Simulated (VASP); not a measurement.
# Ta5Ti3 (Cmmm) in VASP: further runs

Ta5Ti3 is run at these levels: PBE; tasks: relaxation of cell and atoms, single point.

Everything below comes from runs of VASP 6.6.1. Logs are shortened: lines on timing, memory, paths and dates and some standing lists are left out, and cuts for length are marked.

## Step 1: The cell of the first run

It takes space group Cmmm (No. 65, orthorhombic). Conventional cell: a = 3.280 Å, b = 4.640 Å, c = 18.570 Å, α = 90.00°, β = 90.00°, γ = 90.00°. Within 3.7 Å of Ti (site symmetry mmm) lie 14 Ti at 2.84 to 3.28 Å. Ti (site symmetry mm2) has 10 Ti at 2.84 to 3.28 Å and 4 Ta at 2.84 to 3.28 Å within 3.7 Å. Ta (site symmetry mm2) has 10 Ta at 2.84 to 3.28 Å and 4 Ti at 2.84 to 3.28 Å within 3.7 Å. Within 3.7 Å of Ta (site symmetry mm2) lie 14 Ta at 2.84 to 3.28 Å. Within 3.7 Å of Ta (site symmetry mmm) lie 14 Ta at 2.84 to 3.28 Å.

## Step 2: Relaxation of cell and atoms, PBE

INCAR reads:

```
SYSTEM = Ta5Ti3
PREC     = Accurate       ! precision mode
ENCUT    = 600            ! plane-wave cutoff, eV
EDIFF    = 1E-6           ! SCF threshold, eV
ISMEAR   = 0              ! smearing method
SIGMA    = 0.2            ! smearing width, eV
LREAL    = .False.        ! projectors in reciprocal space
LASPH    = .True.         ! aspherical terms in the spheres
NELM     = 60             ! most SCF steps
ALGO     = Fast           ! electronic algorithm
ISIF     = 3              ! what is computed and relaxed
LWAVE    = .False.        ! write WAVECAR
LCHARG   = .False.        ! write CHGCAR
GGA      = PE             ! functional
IBRION   = 2              ! ionic algorithm
NSW      = 36             ! ionic steps
EDIFFG   = -0.08          ! ionic threshold
```

KPOINTS reads:

```
Automatic mesh
0
Gamma
  6 6 1
  0 0 0
```

POSCAR reads:

```
Ta5Ti3
1.0
    1.6400000000     -2.3200000000      0.0000000000
    1.6400000000      2.3200000000      0.0000000000
    0.0000000000      0.0000000000     18.5700000000
Ti Ta
3 5
Direct
    0.0000000000      0.0000000000      0.5000000000
    0.5000000000      0.5000000000      0.6250000000
    0.5000000000      0.5000000000      0.3750000000
    0.0000000000      0.0000000000      0.7500000000
    0.0000000000      0.0000000000      0.2500000000
    0.5000000000      0.5000000000      0.1250000000
    0.0000000000      0.0000000000      0.0000000000
    0.5000000000      0.5000000000      0.8750000000
```

Potentials or basis: VASP PAW PBE potentials, release 64 (Ti_sv, Ta_pv).

Run with:

```
cat potpaw_PBE.64/Ti_sv/POTCAR potpaw_PBE.64/Ta_pv/POTCAR > POTCAR
mpirun -np 1 vasp_std > vasp.out
```

OUTCAR:

```text
SYSTEM = Ta5Ti3
   PREC = Accurate
   ENCUT = 600
   EDIFF = 1E-6
   ISMEAR = 0
   LREAL = .False.
   LASPH = .True.
   NELM = 60
   ISIF = 3
   GGA = PE
   IBRION = 2
   NSW = 36
   EDIFFG = -0.08

 ion  position               nearest neighbor table
   1  0.000  0.000  0.500-   2 2.84   3 2.84   2 2.84   3 2.84
   2  0.500  0.500  0.625-   1 2.84   4 2.84   1 2.84   4 2.84
   3  0.500  0.500  0.375-   1 2.84   5 2.84   1 2.84   5 2.84
   4  0.000  0.000  0.750-   2 2.84   8 2.84   2 2.84   8 2.84   8 3.28   8 3.28
   5  0.000  0.000  0.250-   3 2.84   6 2.84   3 2.84   6 2.84   6 3.28   6 3.28
   6  0.500  0.500  0.125-   5 2.84   7 2.84   5 2.84   7 2.84   5 3.28   7 3.28   5 3.28   7 3.28

   7  0.000  0.000  0.000-   6 2.84   8 2.84   6 2.84   8 2.84   6 3.28   8 3.28   6 3.28   8 3.28

   8  0.500  0.500  0.875-   4 2.84   7 2.84   4 2.84   7 2.84   4 3.28   7 3.28   4 3.28   7 3.28

  LATTYP: Found a base centered orthorhombic cell.
 ALAT       =     3.2800000000
 B/A-ratio  =     1.4146341463
 C/A-ratio  =     5.6615853659

  Lattice vectors:

 A1 = (   1.6400000000,  -2.3200000000,   0.0000000000)
 A2 = (   1.6400000000,   2.3200000000,   0.0000000000)
 A3 = (   0.0000000000,   0.0000000000,  18.5700000000)

Analysis of symmetry for initial positions (statically):
=====================================================================
 Subroutine PRICEL returns:
 Original cell was already a primitive cell.

 Routine SETGRP: Setting up the symmetry group for a
 base centered orthorhombic supercell.

 Subroutine GETGRP returns: Found  8 space group operations
 (whereof  8 operations were pure point group operations)
 out of a pool of  8 trial point group operations.

The static configuration has the point symmetry D_2h.

Analysis of symmetry for dynamics (positions and initial velocities):
=====================================================================
 Subroutine PRICEL returns:
 Original cell was already a primitive cell.

 Routine SETGRP: Setting up the symmetry group for a
 base centered orthorhombic supercell.

 Subroutine GETGRP returns: Found  8 space group operations
 (whereof  8 operations were pure point group operations)
 out of a pool of  8 trial point group operations.

The dynamic configuration has the point symmetry D_2h.

 Subroutine INISYM returns: Found  8 space group operations
 (whereof  8 operations are pure point group operations),
 and found     1 'primitive' translations

----------------------------------------------------------------------------------------

                                     Primitive cell

  volume of cell :     141.3103

  direct lattice vectors                    reciprocal lattice vectors
     1.640000000 -2.320000000  0.000000000     0.304878049 -0.215517241  0.000000000
     1.640000000  2.320000000  0.000000000     0.304878049  0.215517241  0.000000000
     0.000000000  0.000000000 18.570000000     0.000000000  0.000000000  0.053850296

  length of vectors
     2.841126537  2.841126537 18.570000000     0.373360825  0.373360825  0.053850296

  position of ions in fractional coordinates (direct lattice)
     0.000000000  0.000000000  0.500000000
     0.500000000  0.500000000  0.625000000
     0.500000000  0.500000000  0.375000000
     0.000000000  0.000000000  0.750000000
     0.000000000  0.000000000  0.250000000
     0.500000000  0.500000000  0.125000000
     0.000000000  0.000000000  0.000000000
     0.500000000  0.500000000  0.875000000

  ion indices of the primitive-cell ions
   primitive index   ion index
                 1           1
                 2           2
                 3           3
                 4           4
                 5           5
                 6           6
                 7           7
                 8           8

----------------------------------------------------------------------------------------

 KPOINTS: Automatic mesh

Automatic generation of k-mesh.
 Grid dimensions read from file:
 generate k-points for:    6    6    1

 Generating k-lattice:

  Cartesian coordinates                     Fractional coordinates (reciprocal lattice)
     0.050813008 -0.035919540  0.000000000     0.166666667  0.000000000  0.000000000
     0.050813008  0.035919540  0.000000000     0.000000000  0.166666667  0.000000000
     0.000000000  0.000000000  0.053850296     0.000000000  0.000000000  1.000000000

  Length of vectors
     0.062226804  0.062226804  0.053850296

  Shift w.r.t. Gamma in fractional coordinates (k-lattice)
     0.000000000  0.000000000  0.000000000

 Subroutine IBZKPT returns following result:
 ===========================================

 Found     13 irreducible k-points:

 Following reciprocal coordinates:
            Coordinates               Weight
  0.000000  0.000000  0.000000      1.000000
  0.166667  0.000000  0.000000      4.000000
  0.333333  0.000000  0.000000      4.000000
  0.500000 -0.000000  0.000000      2.000000
  0.166667  0.166667  0.000000      2.000000
  0.333333  0.166667  0.000000      4.000000
  0.500000  0.166667  0.000000      4.000000
 -0.333333  0.166667  0.000000      4.000000
 -0.166667  0.166667  0.000000      2.000000
  0.333333  0.333333  0.000000      2.000000
  0.500000  0.333333  0.000000      4.000000
 -0.333333  0.333333  0.000000      2.000000
  0.500000  0.500000  0.000000      1.000000
   k-points           NKPTS =     13   k-points in BZ     NKDIM =     13   number of bands    NBANDS=     54
   number of dos      NEDOS =    301   number of ions     NIONS =      8
   total plane-waves  NPLWV =  86400
   dimension x,y,z NGX =    24 NGY =   24 NGZ =  150
   dimension x,y,z NGXF=    48 NGYF=   48 NGZF=  300
   ions per type =               3   5
   NGX,Y,Z   is equivalent  to a cutoff of  14.04, 14.04, 13.43 a.u.
   NGXF,Y,Z  is equivalent  to a cutoff of  28.09, 28.09, 26.86 a.u.
 SYSTEM =  Ta5Ti3
   PREC   = accura    normal or accurate (medium, high low for compatibility)
   ISTART =      0    job   : 0-new  1-cont  2-samecut
   ICHARG =      2    charge: 1-file 2-atom 10-const
   ISPIN  =      1    spin polarized calculation?
   LNONCOLLINEAR =      F non collinear calculations
   LSORBIT =      F    spin-orbit coupling
   LASPH  =      T    aspherical Exc in radial PAW
   ENCUT  =  600.0 eV  44.10 Ry    6.64 a.u.   5.67  5.67 37.09*2*pi/ulx,y,z
   NELM   =     60;   NELMIN=  2; NELMDL= -5     # of ELM steps
   EDIFF  = 0.1E-05   stopping-criterion for ELM
   LREAL  =      F    real-space projection
   EDIFFG = -.8E-01   stopping-criterion for IOM
   NSW    =     36    number of steps for IOM
   IBRION =      2    ionic relax: 0-MD 1-quasi-New 2-CG
   NFREE  =      1    steps in history (QN), initial steepest desc. (CG)
   ISIF   =      3    stress and relaxation
   ISYM   =      2    0-nonsym 1-usesym 2-fastsym
   POTIM  = 0.5000    time-step for ionic-motion
   TEBEG  =    0.0;   TEEND  =   0.0 temperature during run
   PSTRESS=    0.0 pullay stress
   NELECT =      91.0000    total number of electrons
   NUPDOWN=      -1.0000    fix difference up-down
   EMIN   =  10.00;   EMAX   =-10.00  energy-range for DOS
   EFERMI =   0.00;   METHOD = LEGACY
   ISMEAR =     0;   SIGMA  =   0.20  broadening in eV -4-tet -1-fermi 0-gaus
   EFERMI_NEDOS =   21; number of points for ismear=-14 and -15
   IALGO  =     68    algorithm
   IMIX   =      4    mixing-type and parameters
     AMIX     =   0.40;   BMIX     =  1.00
     AMIX_MAG =   1.60;   BMIX_MAG =  1.00
  volume/ion in A,a.u.               =      17.66       119.20
  Fermi-wavevector in a.u.,A,eV,Ry     =   1.413722  2.671547 27.192743  1.998610
  Thomas-Fermi vector in A             =   2.535338
   LORBIT       =      0    0 simple, 1 ext, 2 COOP (PROOUT), +10 PAW based schemes
   GGA     = PE    functional components
   LHFCALC =     F    Hartree Fock is set to
   AEXX    =    0.0000 exact exchange contribution
   IVDW    =     0    specifies the selected vdW correction
   LEPSILON=     F    determine dielectric tensor
   LRPA    =     F    only Hartree local field effects (RPA)
 conjugate gradient relaxation of ions
 non-spin polarized calculation
 RMM-DIIS sequential band-by-band and
 Gauss-broadening in eV      SIGMA  =   0.20
  energy-cutoff  :      600.00
  volume of cell :      141.31
 maximum number of plane-waves:      4750
   NGX = 11   NGY = 11   NGZ = 75

--------------------------------------- Ionic step        1  -------------------------------------------

 number of electron      91.0000002 magnetization

 Free energy of the ion-electron system (eV)
  ---------------------------------------------------
  ext. energy  EPLUGINS =         0.00000000
  ---------------------------------------------------
  free energy    TOTEN  =       -82.09721245 eV

  energy without entropy =      -81.75022967  energy(sigma->0) =      -81.92372106

------------------------ aborting loop because EDIFF is reached ----------------------------------------

  FORCE on cell =-STRESS in cart. coord.  units (eV):
  Direction    XX          YY          ZZ          XY          YZ          ZX
  --------------------------------------------------------------------------------------
  -------------------------------------------------------------------------------------
  Total        4.1443904      2.6955203      2.9044037      0.0000000      0.0000000      0.0000000
  in kB       46.9891412     30.5618366     32.9301595      0.0000000      0.0000000      0.0000000
  external PRESSURE =      36.8270458 kB  Pullay stress =       0.0000000 kB
[... 107 lines left out ...]
  FREE ENERGIE OF THE ION-ELECTRON SYSTEM (eV)
  ---------------------------------------------------
  free  energy   TOTEN  =       -82.1386479392 eV

  energy  without entropy=      -81.7903347176  energy(sigma->0) =      -81.96449133

[... ionic steps 4 to 7 ...]

--------------------------------------- Ionic step        8  -------------------------------------------

 number of electron      91.0000006 magnetization

------------------------ aborting loop because EDIFF is reached ----------------------------------------

  FORCE on cell =-STRESS in cart. coord.  units (eV):
  Direction    XX          YY          ZZ          XY          YZ          ZX
  --------------------------------------------------------------------------------------
  -------------------------------------------------------------------------------------
  Total       -0.1781798      0.3294152     -0.1635234     -0.0000000      0.0000000      0.0000000
  in kB       -1.9763817      3.6538947     -1.8138125     -0.0000000      0.0000000      0.0000000
  external PRESSURE =      -0.0454332 kB  Pullay stress =       0.0000000 kB
[... 69 lines left out ...]
  energy  without entropy=      -81.8500318411  energy(sigma->0) =      -82.01070079

--------------------------------------- Ionic step       10  -------------------------------------------

 number of electron      91.0000017 magnetization

 Free energy of the ion-electron system (eV)
  ---------------------------------------------------
  ext. energy  EPLUGINS =         0.00000000
  ---------------------------------------------------
  free energy    TOTEN  =       -82.17487379 eV

  energy without entropy =      -81.85637312  energy(sigma->0) =      -82.01562345

 E-fermi :   6.3107     XC(G=0): -12.1350

 val. band max:        6.3018451577   @ k =  -0.3333   0.1667   0.0000
 cond. band min:       6.3116227242   @ k =   0.1667   0.0000   0.0000
 fundamental gap:      0.0097775665
 Fermi energy:         6.3107388125

 k-point     1 :       0.0000    0.0000    0.0000
  band No.  band energies     occupation
      1     -50.2482      2.00000
      2     -50.1863      2.00000
      3     -50.1501      2.00000
      4     -27.9072      2.00000
      5     -27.7399      2.00000
      6     -27.4850      2.00000
[... 765 lines left out ...]
  FREE ENERGIE OF THE ION-ELECTRON SYSTEM (eV)
  ---------------------------------------------------
  free  energy   TOTEN  =       -82.1748737856 eV

  energy  without entropy=      -81.8563731202  energy(sigma->0) =      -82.01562345

 reached required accuracy - stopping structural energy minimisation
```

Run time: 30 min. Hardware: 1 thread of Intel Xeon 6975P-C (Granite Rapids), shared host; peak memory 0.36 GiB.

Results:

```
Free energy                           : -82.1749 eV
Relaxed volume                        : 18.04 Å³/atom
Relaxed cell                          : a = 2.875 Å, b = 2.875 Å, c = 18.291 Å, α = 90.00°, β = 90.00°, γ = 107.37°
Space group after relaxing (to 0.1 Å) : Cmmm (No. 65)
Energy gained by relaxing             : 9.7 meV/atom
Ionic steps                           : 10
Pressure after relaxing               : -0.2 GPa
Largest force after relaxing          : 0.073 eV/Å
Band gap on the k mesh                : zero (an odd number of electrons rules out a gap without spin polarisation)
```

Forces in eV/Å, atoms in the order of the input:
```
Ti   0.000  0.000  0.000
Ti   0.000  0.000 -0.073
Ti   0.000  0.000  0.073
Ta   0.000  0.000 -0.033
Ta   0.000  0.000  0.033
Ta   0.000  0.000  0.017
Ta   0.000  0.000  0.000
Ta   0.000  0.000 -0.017
```

Step by step:
```tsv
step	energy change (eV)	largest force (eV/Å)	pressure (GPa)	volume (Å³)
1	0.0000	0.2637	3.68	141.31
2	0.0429	0.0637	-5.38	149.77
3	-0.0414	0.1645	-0.25	144.75
4	-0.0514	0.1362	-0.24	144.70
5	-0.0672	0.0904	-0.11	144.56
6	-0.0570	0.1945	0.30	144.18
7	-0.0703	0.1252	-0.03	144.46
8	-0.0703	0.1228	0.00	144.44
9	-0.0742	0.1070	-0.04	144.41
10	-0.0777	0.0726	-0.15	144.33
```

Final structure:
```
CELL_PARAMETERS angstrom
1.70287 -2.31696 0.00000
1.70287 2.31696 0.00000
0.00000 0.00000 18.29058
ATOMIC_POSITIONS crystal
Ti 0.00000 0.00000 0.50000
Ti 0.50000 0.50000 0.62319
Ti 0.50000 0.50000 0.37681
Ta 0.00000 0.00000 0.74662
Ta 0.00000 0.00000 0.25338
Ta 0.50000 0.50000 0.12661
Ta 0.00000 0.00000 0.00000
Ta 0.50000 0.50000 0.87339
```

Caveat: the k points lie up to 0.38 Å⁻¹ apart in the final cell, too coarse for converged energies and pressures of a metal; spin-orbit coupling is left out, which moves the levels of the heavy elements; the relaxation stopped at a loose force limit of 0.08 eV/Å, so its end isn't a converged minimum.

## Step 3: Single point, PBE

This run uses another cell than the first one, of 17.91 Å³/atom.

INCAR reads:

```
  PREC = Accurate
  ENCUT = 520
  EDIFF = 1E-6
  ISMEAR = 0
  SIGMA = 0.2
  LREAL = F
  LASPH = T
  NELM = 80
  ALGO = Fast
  ISIF = 2
  LWAVE = F
  LCHARG = T
  GGA = PE
  LELF = T
  LVHAR = T
  NBANDS = 56
```

KPOINTS reads:

```
Automatic mesh
0
Gamma
  8 8 2
```

POSCAR reads:

```
Ta5Ti3
1.0
    1.6621979687     -2.3176220044      0.0000000000
    1.6621979687      2.3176220044      0.0000000000
    0.0000000000      0.0000000000     18.5998942011
Ti Ta
3 5
Direct
    0.0000000000      0.0000000000      0.5000000000
    0.5000000000      0.5000000000      0.6228297147
    0.5000000000      0.5000000000      0.3771702853
    0.0000000000      0.0000000000      0.7465483456
    1.0000000000      1.0000000000      0.2534516544
    0.5000000000      0.5000000000      0.1268775600
    0.0000000000      1.0000000000      0.0000000000
    0.5000000000      0.5000000000      0.8731224400
```

Potentials or basis: VASP PAW PBE potentials, release 64 (Ti_sv, Ta_pv).

Run with:

```
cat potpaw_PBE.64/Ti_sv/POTCAR potpaw_PBE.64/Ta_pv/POTCAR > POTCAR
mpirun -np 1 vasp_std > vasp.out
```

It took 8.5 min on 1 thread of Intel Xeon 6975P-C (Granite Rapids), shared host; peak memory 0.44 GiB.

The run converged. Its results:

| Quantity | Value |
| --- | --- |
| Free energy | -82.3676 eV |
| Pressure | -0.1 GPa |
| Largest force | 0.016 eV/Å |
| Band gap on the k mesh | zero (an odd number of electrons rules out a gap without spin polarisation) |

Forces in eV/Å, atoms in the order of the input:
```
Ti   0.000  0.000  0.000
Ti   0.000  0.000 -0.002
Ti   0.000  0.000  0.002
Ta   0.000  0.000  0.001
Ta   0.000  0.000 -0.001
Ta   0.000  0.000 -0.016
Ta   0.000  0.000  0.000
Ta   0.000  0.000  0.016
```

Stress tensor (GPa, compression positive):
```
-0.31  0.00  0.00
 0.00  0.16  0.00
 0.00  0.00 -0.25
```

Levels at points of the mesh, in eV from the Fermi level:
| k point | band 43 | band 44 | band 45 | band 46 | band 47 | band 48 |
| --- | --- | --- | --- | --- | --- | --- |
| (0.00, 0.00, 0.00) | 0.34 | 0.38 | 0.49 | 0.49 | 0.65 | 0.80 |
| (0.50, 0.00, 0.00) | -0.32 | -0.18 | -0.14 | 0.32 | 0.33 | 0.39 |
| (0.50, 0.50, 0.00) | -0.32 | 0.10 | 0.23 | 1.06 | 1.08 | 1.47 |
| (0.00, 0.00, 0.50) | 0.17 | 0.38 | 0.51 | 0.58 | 0.83 | 0.88 |
| (0.50, 0.00, 0.50) | -0.34 | -0.16 | -0.15 | -0.11 | 0.00 | 0.86 |
| (0.50, 0.50, 0.50) | -0.58 | 0.16 | 0.19 | 0.86 | 1.16 | 1.86 |

Caveat: spin-orbit coupling is left out, which moves the levels of the heavy elements.
